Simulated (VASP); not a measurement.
**SiNi: relaxation of cell and atoms with PBEsol**

SiNi:

```
CELL_PARAMETERS angstrom
5.18033 0.00000 0.00000
0.00000 3.35551 0.00000
0.00000 0.00000 5.59827
ATOMIC_POSITIONS crystal
Ni 0.99299 0.75000 0.18887
Ni 0.00701 0.25000 0.81113
Ni 0.50701 0.25000 0.68887
Ni 0.49299 0.75000 0.31113
Si 0.81164 0.75000 0.58840
Si 0.18836 0.25000 0.41160
Si 0.68836 0.25000 0.08840
Si 0.31164 0.75000 0.91160
```

- Program: VASP 6.6.1
- Task: relaxation of cell and atoms
- Functional: PBEsol
- Potentials or basis: VASP PAW PBE potentials, release 64 (Ni, Si)
- Cutoff: 600 eV
- k mesh: 8 × 10 × 6
- Occupations: gaussian, width 0.1 eV
- Spin: no spin polarisation
- Dipole correction: no
- Further INCAR settings: ALGO = Normal; EDIFF = 1e-07; IBRION = 2; EDIFFG = -0.01; NSW = 80; ISIF = 3

```json
{
  "Relaxed volume": "11.81 Å³/atom",
  "Relaxed cell": "a = 5.094 Å, b = 3.352 Å, c = 5.535 Å, α = 90.00°, β = 90.00°, γ = 90.00°",
  "Space group after relaxing (to 0.1 Å)": "Pnma (No. 62)",
  "Energy gained by relaxing": "11.0 meV/atom",
  "Ionic steps": "10",
  "Pressure after relaxing": "0.0 GPa",
  "Largest force after relaxing": "0.007 eV/Å",
  "Band gap on the k mesh": "zero (bands 28 and 29 overlap by 1.87 eV)"
}
```

Forces in eV/Å, atoms in the order of the input:
```
Ni   0.001  0.000  0.000
Ni  -0.001  0.000  0.000
Ni  -0.001  0.000  0.000
Ni   0.001  0.000  0.000
Si   0.004  0.000  0.006
Si  -0.004  0.000 -0.006
Si  -0.004  0.000  0.006
Si   0.004  0.000 -0.006
```

Stress tensor (GPa, compression positive):
```
 0.00  0.00  0.00
 0.00  0.09  0.00
 0.00  0.00 -0.09
```

Step by step:
```
step  energy change (eV)  largest force (eV/Å)  pressure (GPa)  volume (Å³)
   1              0.0000                0.4075           -4.53        97.31
   2             -0.0304                0.3070            4.99        92.55
   3             -0.0538                0.3559            1.01        94.40
   4             -0.0770                0.1578            0.49        94.52
   5             -0.0832                0.1642            0.14        94.61
   6             -0.0866                0.0459           -0.39        94.79
   7             -0.0867                0.0279           -0.45        94.82
   8             -0.0874                0.0265            0.37        94.36
   9             -0.0875                0.0259            0.15        94.48
  10             -0.0878                0.0072            0.00        94.51
```

Final structure:
```cif
data_structure
_symmetry_space_group_name_H-M 'P 1'
_symmetry_Int_Tables_number 1
_cell_length_a 5.0940
_cell_length_b 3.3517
_cell_length_c 5.5355
_cell_angle_alpha 90.000
_cell_angle_beta 90.000
_cell_angle_gamma 90.000
_cell_volume 94.51
loop_
_atom_site_label
_atom_site_type_symbol
_atom_site_fract_x
_atom_site_fract_y
_atom_site_fract_z
_atom_site_occupancy
Ni1 Ni 0.99046 0.75000 0.18740 1
Ni2 Ni 0.00954 0.25000 0.81260 1
Ni3 Ni 0.50954 0.25000 0.68740 1
Ni4 Ni 0.49046 0.75000 0.31260 1
Si1 Si 0.82128 0.75000 0.58599 1
Si2 Si 0.17872 0.25000 0.41401 1
Si3 Si 0.67872 0.25000 0.08599 1
Si4 Si 0.32128 0.75000 0.91401 1
```

Levels at points of the mesh, in eV from the Fermi level:
| k point | band 25 | band 26 | band 27 | band 28 | band 29 | band 30 | band 31 | band 32 |
| --- | --- | --- | --- | --- | --- | --- | --- | --- |
| (0.00, 0.00, 0.00) | -1.81 | -1.25 | -1.16 | -0.95 | 0.65 | 1.37 | 3.37 | 3.88 |
| (0.50, 0.00, 0.00) | -1.89 | -1.89 | 1.04 | 1.04 | 1.09 | 1.09 | 3.75 | 3.75 |
| (0.00, 0.50, 0.00) | -1.97 | -1.97 | -1.45 | -1.45 | -0.60 | -0.60 | 2.07 | 2.07 |
| (0.50, 0.50, 0.00) | -1.75 | -1.75 | -1.75 | -1.75 | 0.51 | 0.51 | 0.51 | 0.51 |
| (0.00, 0.00, 0.50) | -1.43 | -1.43 | -0.21 | -0.21 | 0.89 | 0.89 | 3.37 | 3.37 |
| (0.50, 0.00, 0.50) | -1.01 | -1.01 | 0.82 | 0.82 | 2.35 | 2.35 | 2.71 | 2.71 |
| (0.00, 0.50, 0.50) | -2.05 | -2.05 | -1.73 | -1.73 | 0.18 | 0.18 | 1.39 | 1.39 |
| (0.50, 0.50, 0.50) | -1.94 | -1.94 | -1.94 | -1.94 | 2.65 | 2.65 | 2.65 | 2.65 |

Run time: 25 min on 1 thread of Intel(R) Xeon(R) 6975P-C (Granite Rapids) (shared host), peak memory 0.5 GiB.

Caveat: the PAW data sets were made with another functional, which shifts forces and pressure a little. Spin polarisation is off, so any magnetic state and its effect on volume and gap are missing.
